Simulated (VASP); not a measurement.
Set up this calculation in VASP 6.6.1, as the native input.

```yaml
Task: single point
Functional: PBEsol
Potentials_or_basis: VASP PAW PBE potentials, release 64 (C, H)
Cutoff: 520 eV
k_mesh: 3 × 3 × 1
Occupations: fermi-dirac, width 0.05 eV
Spin: no spin polarisation
Dipole_correction: no
Further_INCAR_settings: LREAL = Auto; ALGO = Normal; EDIFF = 1e-06; NBANDS = 94
```

The structure of HC4 lies in POSCAR:

```
HC4
1.0
    3.5538030000      3.5538030000      0.0000000000
   -3.5538030000      3.5538030000      0.0000000000
    0.0000000000      0.0000000000     21.7191550000
C H
32 8
Direct
    0.0004210000      0.0901500000      0.3595760000
    0.0003810000      0.9967340000      0.5229970000
    0.5004200000      0.4111290000      0.3604090000
    0.5004250000      0.5035610000      0.5177670000
    0.2504200000      0.0171490000      0.3965530000
    0.2503940000      0.9970240000      0.5655560000
    0.7504310000      0.4815620000      0.3977310000
    0.7504060000      0.5039360000      0.5568850000
    0.0004230000      0.4111100000      0.3604090000
    0.0003960000      0.5035600000      0.5177590000
    0.5004230000      0.0901810000      0.3595800000
    0.5004140000      0.9967390000      0.5230010000
    0.2504220000      0.4815690000      0.3977350000
    0.2503900000      0.5039210000      0.5568780000
    0.7504230000      0.0171330000      0.3965500000
    0.7504130000      0.9970150000      0.5655600000
    0.2504260000      0.7523170000      0.4341400000
    0.2503960000      0.7321780000      0.6031370000
    0.7504020000      0.2454210000      0.4428100000
    0.7504070000      0.2678030000      0.6019670000
    0.0004020000      0.2457720000      0.4819300000
    0.0003970000      0.3382140000      0.6392920000
    0.5004320000      0.7526060000      0.4766940000
    0.5003860000      0.6591230000      0.6401160000
    0.2504230000      0.2454180000      0.4428120000
    0.2504060000      0.2677800000      0.6019640000
    0.7504140000      0.7523170000      0.4341400000
    0.7503960000      0.7321880000      0.6031460000
    0.0004100000      0.7526160000      0.4766960000
    0.0003940000      0.6591450000      0.6401170000
    0.5004140000      0.2458060000      0.4819360000
    0.5003990000      0.3382010000      0.6392920000
    0.0004830000      0.0060910000      0.3126000000
    0.5003540000      0.4999130000      0.3138880000
    0.0004660000      0.4996940000      0.3138730000
    0.5003970000      0.0060560000      0.3126060000
    0.0003980000      0.2493710000      0.6858100000
    0.5002910000      0.7432030000      0.6870940000
    0.0005270000      0.7433170000      0.6870840000
    0.5003030000      0.2494790000      0.6858180000
```

These files were run (other wordings do the same):

INCAR

```
SYSTEM = HC4
ALGO = Normal ; EDIFF = 1E-6
ENCUT = 520 ; GGA = PS
ISIF = 2 ; ISMEAR = -1
LASPH = .TRUE. ; LCHARG = .TRUE.
LELF = .TRUE. ; LREAL = Auto
LVHAR = .TRUE. ; LWAVE = .FALSE.
NBANDS = 94 ; NELM = 100
PREC = Accurate ; SIGMA = 0.05
```

KPOINTS

```
k-points
0
G
  3 3 1
  0 0 0
```

Potentials or basis: VASP PAW PBE potentials, release 64 (C, H).

Run with:

```console
$ cat potpaw_PBE.64/C/POTCAR potpaw_PBE.64/H/POTCAR > POTCAR
$ mpirun -np 1 vasp_std > vasp.out
```

It gave:

| Quantity | Value |
| --- | --- |
| Largest force | 0.047 eV/Å |
| Band gap on the k mesh | 3.57 eV |

Caveat: the PAW data sets were made with another functional, which shifts forces and pressure a little.

Wall time 9.9 min on 1 thread of AMD EPYC 7R43 64-Core Processor (Zen 3), on a shared host, peak memory 0.6 GiB.
